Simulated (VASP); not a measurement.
# Cr (Im-3m) in VASP: notebook

Cr is run at these levels: PBE; tasks: single point.

All numbers are computed with VASP 6.6.1; they aren't measurements. Logs are shortened: lines on timing, memory, paths and dates and some standing lists are left out, and cuts for length are marked.

**1. The cell of the first run**

Symmetry: Im-3m, No. 229, cubic system. Conventional cell: a = 2.848 Å, b = 2.848 Å, c = 2.848 Å, α = 90.00°, β = 90.00°, γ = 90.00°. Cr (site symmetry m-3m) has 14 Cr at 2.47 to 2.85 Å within 3.3 Å.

**2. Single point, PBE, collinear spin, ferromagnetic start**

File INCAR:

```
SYSTEM = Cr
ALGO     = Normal         ! electronic algorithm
EDIFF    = 1E-7           ! SCF threshold, eV
ENCUT    = 520            ! plane-wave cutoff, eV
GGA      = PE             ! functional
ISIF     = 2              ! what is computed and relaxed
ISMEAR   = 0              ! smearing method
ISPIN    = 2              ! spin polarisation
LASPH    = .True.         ! aspherical terms in the spheres
LCHARG   = .True.         ! write CHGCAR
LELF     = .True.         ! ELF
LMAXMIX  = 4              ! l up to which the mixer works
LORBIT   = 11             ! projections on sites
LREAL    = .False.        ! projectors in reciprocal space
LVHAR    = .True.       
LWAVE    = .False.        ! write WAVECAR
MAGMOM   = 1.5            ! initial moments
NBANDS   = 16             ! bands
NELM     = 150            ! most SCF steps
PREC     = Accurate       ! precision mode
SIGMA    = 0.3            ! smearing width, eV
```

File KPOINTS:

```
k-points
0
Gamma
  15 15 15
  0 0 0
```

File POSCAR:

```
Cr
1.0
   -1.4240148648      1.4240148648      1.4240148648
    1.4240148648     -1.4240148648      1.4240148648
    1.4240148648      1.4240148648     -1.4240148648
Cr
1
Direct
    0.0000000000      0.0000000000      0.0000000000
```

Potentials or basis: VASP PAW PBE potentials, release 64 (Cr_pv).

The run is started by

```
$ cat potpaw_PBE.64/Cr_pv/POTCAR > POTCAR
$ mpirun -np 1 vasp_std > vasp.out
```

OUTCAR:

```text
SYSTEM = Cr
   EDIFF = 1E-7
   ENCUT = 520
   GGA = PE
   ISIF = 2
   ISMEAR = 0
   ISPIN = 2
   LASPH = .True.
   LORBIT = 11
   LREAL = .False.
   NELM = 150
   PREC = Accurate

 ion  position               nearest neighbor table
   1  0.000  0.000  0.000-

  LATTYP: Found a body centered cubic cell.
 ALAT       =     2.8480297296

  Lattice vectors:

 A1 = (  -1.4240148648,   1.4240148648,   1.4240148648)
 A2 = (   1.4240148648,  -1.4240148648,   1.4240148648)
 A3 = (   1.4240148648,   1.4240148648,  -1.4240148648)

Analysis of symmetry for initial positions (statically):
=====================================================================
 Subroutine PRICEL returns:
 Original cell was already a primitive cell.

 Routine SETGRP: Setting up the symmetry group for a
 body centered cubic supercell.

 Subroutine GETGRP returns: Found 48 space group operations
 (whereof 48 operations were pure point group operations)
 out of a pool of 48 trial point group operations.

The static configuration has the point symmetry O_h .

Analysis of symmetry for dynamics (positions and initial velocities):
=====================================================================
 Subroutine PRICEL returns:
 Original cell was already a primitive cell.

 Routine SETGRP: Setting up the symmetry group for a
 body centered cubic supercell.

 Subroutine GETGRP returns: Found 48 space group operations
 (whereof 48 operations were pure point group operations)
 out of a pool of 48 trial point group operations.

The dynamic configuration has the point symmetry O_h .

Analysis of structural, dynamic, and magnetic symmetry:
=====================================================================
 Subroutine PRICEL returns:
 Original cell was already a primitive cell.

 Routine SETGRP: Setting up the symmetry group for a
 body centered cubic supercell.

 Subroutine GETGRP returns: Found 48 space group operations
 (whereof 48 operations were pure point group operations)
 out of a pool of 48 trial point group operations.

The overall configuration has the point symmetry O_h .

 Subroutine INISYM returns: Found 48 space group operations
 (whereof 48 operations are pure point group operations),
 and found     1 'primitive' translations

[... 103 lines left out ...]
   NELECT =      12.0000    total number of electrons
   NUPDOWN=      -1.0000    fix difference up-down
   EMIN   =  10.00;   EMAX   =-10.00  energy-range for DOS
   EFERMI =   0.00;   METHOD = LEGACY
   ISMEAR =     0;   SIGMA  =   0.30  broadening in eV -4-tet -1-fermi 0-gaus
   EFERMI_NEDOS =   21; number of points for ismear=-14 and -15
   IALGO  =     38    algorithm
   IMIX   =      4    mixing-type and parameters
     AMIX     =   0.40;   BMIX     =  1.00
     AMIX_MAG =   1.60;   BMIX_MAG =  1.00
  volume/ion in A,a.u.               =      11.55        77.95
  Fermi-wavevector in a.u.,A,eV,Ry     =   1.658062  3.133283 37.404716  2.749169
  Thomas-Fermi vector in A             =   2.745707
   LORBIT       =     11    0 simple, 1 ext, 2 COOP (PROOUT), +10 PAW based schemes
   GGA     = PE    functional components
   LHFCALC =     F    Hartree Fock is set to
   AEXX    =    0.0000 exact exchange contribution
   IVDW    =     0    specifies the selected vdW correction
   LEPSILON=     F    determine dielectric tensor
   LRPA    =     F    only Hartree local field effects (RPA)
 spin polarized calculation
 Gauss-broadening in eV      SIGMA  =   0.30
  energy-cutoff  :      520.00
  volume of cell :       11.55
 maximum number of plane-waves:       321
   NGX =  9   NGY =  9   NGZ =  9

 number of electron      11.9999994 magnetization       0.0005458

 number of electron      11.9999994 magnetization      -0.0000055

 Free energy of the ion-electron system (eV)
  ---------------------------------------------------
  ext. energy  EPLUGINS =         0.00000000
  ---------------------------------------------------
  free energy    TOTEN  =        -9.53020639 eV

  energy without entropy =       -9.49325530  energy(sigma->0) =       -9.51173084

 E-fermi :  10.9668     XC(G=0): -13.6727

 val. band max:       10.9619654188   @ k =  -0.3333   0.4000   0.2667
 cond. band min:      10.9862371820   @ k =   0.0667   0.0667   0.0667
 fundamental gap:      0.0242717632
 Fermi energy:        10.9668399397

 spin component 1

 k-point     1 :       0.0000    0.0000    0.0000
  band No.  band energies     occupation
      1     -31.7418      1.00000
      2     -31.7418      1.00000
      3     -31.7418      1.00000
      4       3.1162      1.00000
      5      10.0702      0.99999
      6      10.0702      0.99999
[... 435 lines left out ...]
      5       8.6236      1.00000
      6       9.8537      1.00000
[... 8 lines left out ...]
     15      40.2398      0.00000
     16      45.3270      0.00000

 [... further k-points ...]

 spin component 2

 k-point     1 :       0.0000    0.0000    0.0000
  band No.  band energies     occupation
      1     -31.7418      1.00000
      2     -31.7418      1.00000
      3     -31.7418      1.00000
      4       3.1162      1.00000
      5      10.0702      0.99999
      6      10.0702      0.99999
[... 435 lines left out ...]
      5       8.6236      1.00000
      6       9.8537      1.00000
[... 8 lines left out ...]
     15      40.2398      0.00000
     16      45.3270      0.00000

 [... further k-points ...]

------------------------ aborting loop because EDIFF is reached ----------------------------------------

  FORCE on cell =-STRESS in cart. coord.  units (eV):
  Direction    XX          YY          ZZ          XY          YZ          ZX
  --------------------------------------------------------------------------------------
  -------------------------------------------------------------------------------------
  Total       -0.0206224     -0.0206224     -0.0206224     -0.0000000     -0.0000000      0.0000000
  in kB       -2.8605349     -2.8605349     -2.8605349     -0.0000000     -0.0000000      0.0000000
  external PRESSURE =      -2.8605349 kB  Pullay stress =       0.0000000 kB

 VOLUME and BASIS-vectors are now :
 -----------------------------------------------------------------------------
  energy-cutoff  :      520.00
  volume of cell :       11.55
      direct lattice vectors                 reciprocal lattice vectors
    -1.424014865  1.424014865  1.424014865     0.000000000  0.351119930  0.351119930
     1.424014865 -1.424014865  1.424014865     0.351119930  0.000000000  0.351119930
     1.424014865  1.424014865 -1.424014865     0.351119930  0.351119930  0.000000000

 POSITION                                       TOTAL-FORCE (eV/Angst)
 -----------------------------------------------------------------------------------
      0.00000      0.00000      0.00000        -0.000000     -0.000000      0.000000
 -----------------------------------------------------------------------------------
    total drift:                                0.000000      0.000000      0.000000

  FREE ENERGIE OF THE ION-ELECTRON SYSTEM (eV)
  ---------------------------------------------------
  free  energy   TOTEN  =        -9.5302063879 eV

  energy  without entropy=       -9.4932552952  energy(sigma->0) =       -9.51173084

 total charge

# of ion       s       p       d       tot
------------------------------------------
    1        0.440   6.404   4.215  11.059

 magnetization (x)

# of ion       s       p       d       tot
------------------------------------------
    1        0.000   0.000  -0.000  -0.000
```

Run time: 28 s. Hardware: 1 thread of Intel Xeon 6975P-C, shared host; peak memory 0.14 GiB.

What came out:

```
Free energy                                           : -9.5302 eV
Pressure                                              : -0.3 GPa
Band gap on the k mesh                                : zero (filled and empty bands overlap)
Net moment                                            : 0.00 μB per cell
Valence electrons inside the program's atomic spheres : Cr 11.06
```

Caveat: the starting moments collapsed, and a magnetic state may lie lower.

**3. Single point, PBE, collinear spin, ferromagnetic start**

File INCAR:

```
SYSTEM = Cr
PREC = Accurate
ENCUT = 520
EDIFF = 1E-7
ISMEAR = -1
SIGMA = 0.05
LREAL = .False.
LASPH = .True.
NELM = 150
ALGO = Normal
ISIF = 2
LWAVE = .False.
LCHARG = .False.
ISPIN = 2
MAGMOM = 1.5
LORBIT = 11
LMAXMIX = 4
GGA = PE
NBANDS = 16
```

File KPOINTS:

```
regular mesh
0
Gamma
  2 2 2
  0 0 0
```

POSCAR is that of step 2.

Potentials or basis: VASP PAW PBE potentials, release 64 (Cr_pv).

The run is started by

```
$ cat potpaw_PBE.64/Cr_pv/POTCAR > POTCAR
$ mpirun -np 1 vasp_std > vasp.out
```

OUTCAR:

```text
SYSTEM = Cr
   PREC = Accurate
   ENCUT = 520
   EDIFF = 1E-7
   ISMEAR = -1
   LREAL = .False.
   LASPH = .True.
   NELM = 150
   ISIF = 2
   ISPIN = 2
   LORBIT = 11
   GGA = PE

 ion  position               nearest neighbor table
   1  0.000  0.000  0.000-

  LATTYP: Found a body centered cubic cell.
 ALAT       =     2.8480297296

  Lattice vectors:

 A1 = (  -1.4240148648,   1.4240148648,   1.4240148648)
 A2 = (   1.4240148648,  -1.4240148648,   1.4240148648)
 A3 = (   1.4240148648,   1.4240148648,  -1.4240148648)

Analysis of symmetry for initial positions (statically):
=====================================================================
 Subroutine PRICEL returns:
 Original cell was already a primitive cell.

 Routine SETGRP: Setting up the symmetry group for a
 body centered cubic supercell.

 Subroutine GETGRP returns: Found 48 space group operations
 (whereof 48 operations were pure point group operations)
 out of a pool of 48 trial point group operations.

The static configuration has the point symmetry O_h .

Analysis of symmetry for dynamics (positions and initial velocities):
=====================================================================
 Subroutine PRICEL returns:
 Original cell was already a primitive cell.

 Routine SETGRP: Setting up the symmetry group for a
 body centered cubic supercell.

 Subroutine GETGRP returns: Found 48 space group operations
 (whereof 48 operations were pure point group operations)
 out of a pool of 48 trial point group operations.

The dynamic configuration has the point symmetry O_h .

Analysis of structural, dynamic, and magnetic symmetry:
=====================================================================
 Subroutine PRICEL returns:
 Original cell was already a primitive cell.

 Routine SETGRP: Setting up the symmetry group for a
 body centered cubic supercell.

 Subroutine GETGRP returns: Found 48 space group operations
 (whereof 48 operations were pure point group operations)
 out of a pool of 48 trial point group operations.

The overall configuration has the point symmetry O_h .

 Subroutine INISYM returns: Found 48 space group operations
 (whereof 48 operations are pure point group operations),
 and found     1 'primitive' translations

----------------------------------------------------------------------------------------

                                     Primitive cell

  volume of cell :      11.5506

  direct lattice vectors                    reciprocal lattice vectors
    -1.424014865  1.424014865  1.424014865     0.000000000  0.351119930  0.351119930
     1.424014865 -1.424014865  1.424014865     0.351119930  0.000000000  0.351119930
     1.424014865  1.424014865 -1.424014865     0.351119930  0.351119930  0.000000000

  length of vectors
     2.466466097  2.466466097  2.466466097     0.496558567  0.496558567  0.496558567

  position of ions in fractional coordinates (direct lattice)
     0.000000000  0.000000000  0.000000000

  ion indices of the primitive-cell ions
   primitive index   ion index
                 1           1

----------------------------------------------------------------------------------------

 KPOINTS: regular mesh

Automatic generation of k-mesh.
 Grid dimensions read from file:
[... 33 lines left out ...]
 SYSTEM =  Cr
   PREC   = accura    normal or accurate (medium, high low for compatibility)
   ISTART =      0    job   : 0-new  1-cont  2-samecut
   ICHARG =      2    charge: 1-file 2-atom 10-const
   ISPIN  =      2    spin polarized calculation?
   LNONCOLLINEAR =      F non collinear calculations
   LSORBIT =      F    spin-orbit coupling
   LASPH  =      T    aspherical Exc in radial PAW
   ENCUT  =  520.0 eV  38.22 Ry    6.18 a.u.   4.59  4.59  4.59*2*pi/ulx,y,z
   NELM   =    150;   NELMIN=  2; NELMDL= -5     # of ELM steps
   EDIFF  = 0.1E-06   stopping-criterion for ELM
   LREAL  =      F    real-space projection
   EDIFFG = 0.1E-05   stopping-criterion for IOM
   NSW    =      0    number of steps for IOM
   IBRION =     -1    ionic relax: 0-MD 1-quasi-New 2-CG
   NFREE  =      0    steps in history (QN), initial steepest desc. (CG)
   ISIF   =      2    stress and relaxation
   ISYM   =      2    0-nonsym 1-usesym 2-fastsym
   POTIM  = 0.5000    time-step for ionic-motion
   TEBEG  =    0.0;   TEEND  =   0.0 temperature during run
   PSTRESS=    0.0 pullay stress
   NELECT =      12.0000    total number of electrons
   NUPDOWN=      -1.0000    fix difference up-down
   EMIN   =  10.00;   EMAX   =-10.00  energy-range for DOS
   EFERMI =   0.00;   METHOD = LEGACY
   ISMEAR =    -1;   SIGMA  =   0.05  broadening in eV -4-tet -1-fermi 0-gaus
   EFERMI_NEDOS =   21; number of points for ismear=-14 and -15
   IALGO  =     38    algorithm
   IMIX   =      4    mixing-type and parameters
     AMIX     =   0.40;   BMIX     =  1.00
     AMIX_MAG =   1.60;   BMIX_MAG =  1.00
  volume/ion in A,a.u.               =      11.55        77.95
  Fermi-wavevector in a.u.,A,eV,Ry     =   1.658062  3.133283 37.404716  2.749169
  Thomas-Fermi vector in A             =   2.745707
   LORBIT       =     11    0 simple, 1 ext, 2 COOP (PROOUT), +10 PAW based schemes
   GGA     = PE    functional components
   LHFCALC =     F    Hartree Fock is set to
   AEXX    =    0.0000 exact exchange contribution
   IVDW    =     0    specifies the selected vdW correction
   LEPSILON=     F    determine dielectric tensor
   LRPA    =     F    only Hartree local field effects (RPA)
 spin polarized calculation
  energy-cutoff  :      520.00
  volume of cell :       11.55
 maximum number of plane-waves:       321
   NGX =  9   NGY =  9   NGZ =  9

 number of electron      12.0000000 magnetization       1.5000000

 number of electron      11.9999994 magnetization      -1.4999779

 Free energy of the ion-electron system (eV)
  ---------------------------------------------------
  ext. energy  EPLUGINS =         0.00000000
  ---------------------------------------------------
  free energy    TOTEN  =        -8.64709415 eV

  energy without entropy =       -8.61853902  energy(sigma->0) =       -8.63281658

 E-fermi :  11.8532     XC(G=0): -13.5610

 val. band max:       11.8187123689   @ k =   0.5000   0.0000   0.0000
 cond. band min:      12.0688942373   @ k =   0.5000   0.0000   0.0000
 fundamental gap:      0.2501818685
 Fermi energy:        11.8532478299

 spin component 1

 k-point     1 :       0.0000    0.0000    0.0000
  band No.  band energies     occupation
      1     -31.0204      1.00000
      2     -31.0204      1.00000
      3     -31.0204      1.00000
      4       4.0218      1.00000
      5      10.5782      1.00000
      6      10.5782      1.00000
[... 33 lines left out ...]
      2     -31.6601      1.00000
      3     -31.6601      1.00000
      4       7.6121      1.00000
      5       7.6122      1.00000
      6      13.9702      0.00000
[... 8 lines left out ...]
     15      35.4942      0.00000
     16      46.7602      0.00000
 Fermi energy:        11.8532478299

 spin component 2

 k-point     1 :       0.0000    0.0000    0.0000
  band No.  band energies     occupation
      1     -31.9109      1.00000
      2     -31.9109      1.00000
      3     -31.9109      1.00000
      4       2.4144      1.00000
      5       9.9492      1.00000
      6       9.9492      1.00000
[... 34 lines left out ...]
      3     -32.5460      1.00000
      4       6.0886      1.00000
      5       6.0886      1.00000
      6      13.3718      0.00000
[... 8 lines left out ...]
     15      33.9889      0.00000
     16      46.0341      0.00000

------------------------ aborting loop because EDIFF is reached ----------------------------------------

  FORCE on cell =-STRESS in cart. coord.  units (eV):
  Direction    XX          YY          ZZ          XY          YZ          ZX
  --------------------------------------------------------------------------------------
  -------------------------------------------------------------------------------------
  Total        0.4969245      0.4969245      0.4969245      0.0000000     -0.0000000      0.0000000
  in kB       68.9282755     68.9282755     68.9282755      0.0000000     -0.0000000      0.0000000
  external PRESSURE =      68.9282755 kB  Pullay stress =       0.0000000 kB

 VOLUME and BASIS-vectors are now :
 -----------------------------------------------------------------------------
  energy-cutoff  :      520.00
  volume of cell :       11.55
      direct lattice vectors                 reciprocal lattice vectors
    -1.424014865  1.424014865  1.424014865     0.000000000  0.351119930  0.351119930
     1.424014865 -1.424014865  1.424014865     0.351119930  0.000000000  0.351119930
     1.424014865  1.424014865 -1.424014865     0.351119930  0.351119930  0.000000000

 POSITION                                       TOTAL-FORCE (eV/Angst)
 -----------------------------------------------------------------------------------
      0.00000      0.00000      0.00000        -0.000000      0.000000      0.000000
 -----------------------------------------------------------------------------------
    total drift:                                0.000000      0.000000      0.000000

  FREE ENERGIE OF THE ION-ELECTRON SYSTEM (eV)
  ---------------------------------------------------
  free  energy   TOTEN  =        -8.6470941451 eV

  energy  without entropy=       -8.6185390229  energy(sigma->0) =       -8.63281658

 total charge

# of ion       s       p       d       tot
------------------------------------------
    1        0.398   6.410   4.330  11.138

 magnetization (x)

# of ion       s       p       d       tot
------------------------------------------
    1       -0.010  -0.453  -0.696  -1.160
```

OSZICAR:

```text
N       E                     dE             d eps       ncg     rms          rms(c)
DAV:   1     0.698457021714E+02    0.69846E+02   -0.57323E+03   200   0.831E+02
DAV:   2    -0.906931117307E+01   -0.78915E+02   -0.75027E+02   224   0.243E+02
DAV:   3    -0.105033516681E+02   -0.14340E+01   -0.14296E+01   224   0.355E+01
DAV:   4    -0.105082626176E+02   -0.49109E-02   -0.49109E-02   216   0.195E+00
DAV:   5    -0.105082986756E+02   -0.36058E-04   -0.36057E-04   208   0.152E-01    0.192E+01
DAV:   6    -0.892448413792E+01    0.15838E+01   -0.10628E+01   192   0.327E+01    0.117E+01
DAV:   7    -0.839701181764E+01    0.52747E+00   -0.30661E+00   192   0.140E+01    0.663E+00
DAV:   8    -0.866505278738E+01   -0.26804E+00   -0.58372E-02   192   0.301E+00    0.252E+00
DAV:   9    -0.865927107451E+01    0.57817E-02   -0.20292E-02   192   0.119E+00    0.116E+00
DAV:  10    -0.865016085615E+01    0.91102E-02   -0.28285E-03   200   0.930E-01    0.604E-01
DAV:  11    -0.864706856085E+01    0.30923E-02   -0.22333E-03   192   0.775E-01    0.289E-01
DAV:  12    -0.864696131145E+01    0.10725E-03   -0.32993E-04   192   0.223E-01    0.102E-01
DAV:  13    -0.864709321769E+01   -0.13191E-03   -0.39617E-05   200   0.728E-02    0.864E-03
DAV:  14    -0.864709423433E+01   -0.10166E-05   -0.24722E-06   208   0.132E-02    0.438E-03
DAV:  15    -0.864709414513E+01    0.89198E-07   -0.15891E-07   176   0.493E-03
   1 F= -.86470941E+01 E0= -.86328166E+01  d E =-.285551E-01  mag=    -1.5000
```

Run time: 3.7 s. Hardware: 1 thread of Intel Xeon 6975P-C, shared host; peak memory 0.12 GiB.

What came out:

```yaml
Free_energy: -8.6471 eV
Pressure: 6.9 GPa
Net_moment: -1.50 μB per cell
Site_moments: Cr -1.16 μB
Valence_electrons_inside_the_program's_atomic_spheres: Cr 11.14
```

Caveat: the k points lie up to 1.56 Å⁻¹ apart.

(Part 1 of 2 ends here.)
